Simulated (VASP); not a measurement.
Runs of VASP 6.6.1 on NiMoIrPdW. The structure is that of space group P3m1 (No. 156), or close to it. The cells are those of the table. 

```csv
level,cell,k mesh,gap on the mesh (eV),pressure (GPa),moment (μB),largest force (eV/Å)
PBE,"a = 2.797, b = 2.797, c = 11.490 Å, angles 90.0, 90.0, 120.0°, 5 atoms",8 × 8 × 2,none,-8.2,0.00,0.09
PBE,"a = 2.754, b = 2.754, c = 11.275 Å, angles 90.0, 90.0, 120.0°, 5 atoms",8 × 8 × 2,none,2.4,0.00,0.03
PBE,"a = 2.779, b = 2.779, c = 11.416 Å, angles 90.0, 90.0, 120.0°, 5 atoms",8 × 8 × 2,none,-4.2,0.00,(b)
revPBE,"a = 2.761, b = 2.761, c = 11.341 Å, angles 90.0, 90.0, 120.0°, 5 atoms",8 × 8 × 2,none,3.3,0.00,0.33
PBEsol,"a = 2.729, b = 2.729, c = 11.164 Å, angles 90.0, 90.0, 120.0°, 5 atoms",8 × 8 × 2,none,0.5,0.00,0.04
PBE+D4,"a = 2.744, b = 2.744, c = 11.194 Å, angles 90.0, 90.0, 120.0°, 5 atoms",7 × 7 × 2,none,0.5,0.00,0.03
PBEsol+D3(BJ),"a = 2.705, b = 2.705, c = 11.057 Å, angles 90.0, 90.0, 120.0°, 5 atoms",8 × 8 × 2,none,0.6,0.00,0.05
PBE,"a = 2.762, b = 2.762, c = 11.310 Å, angles 90.0, 90.0, 120.0°, 5 atoms",8 × 8 × 2,none,0.3,0.00,0.03
r2SCAN+D4,"a = 2.739, b = 2.739, c = 11.180 Å, angles 90.0, 90.0, 120.0°, 5 atoms",8 × 8 × 2,none,1.3,0.00,0.06
PBE,"a = 2.744, b = 2.744, c = 11.225 Å, angles 90.0, 90.0, 120.0°, 5 atoms",8 × 8 × 2,none,(a),0.00,0.04
r2SCAN,"a = 2.745, b = 2.745, c = 11.214 Å, angles 90.0, 90.0, 120.0°, 5 atoms",8 × 8 × 2,none,1.3,0.00,0.06
PBE,"a = 2.815, b = 2.815, c = 11.563 Å, angles 90.0, 90.0, 120.0°, 5 atoms",8 × 8 × 2,none,-11.7,0.00,0.16
```

Alike in all rows: task single point; potentials or basis VASP PAW PBE potentials, release 64 (Ni, Mo_sv, Pd, Ir, W_sv); spin collinear, ferromagnetic start; cutoff (eV) 520; smearing fermi-dirac 0.05 eV.

Problem. Fill in the values left out.

Solution. (a) 5.0; (b) 0.17.

Caveats: some runs use coarse meshes; spin-orbit coupling is left out, which moves the levels of the heavy elements; the PAW data sets were made with another functional, which shifts forces and pressure a little (some runs); pairwise dispersion overbinds metals, which lowers pressure and volume (some runs).

A k mesh can miss the band edges, and the runs leave out spin-orbit coupling on Ir, Mo, Pd, W.

A gap of «none» marks levels without a gap at the run's occupations.
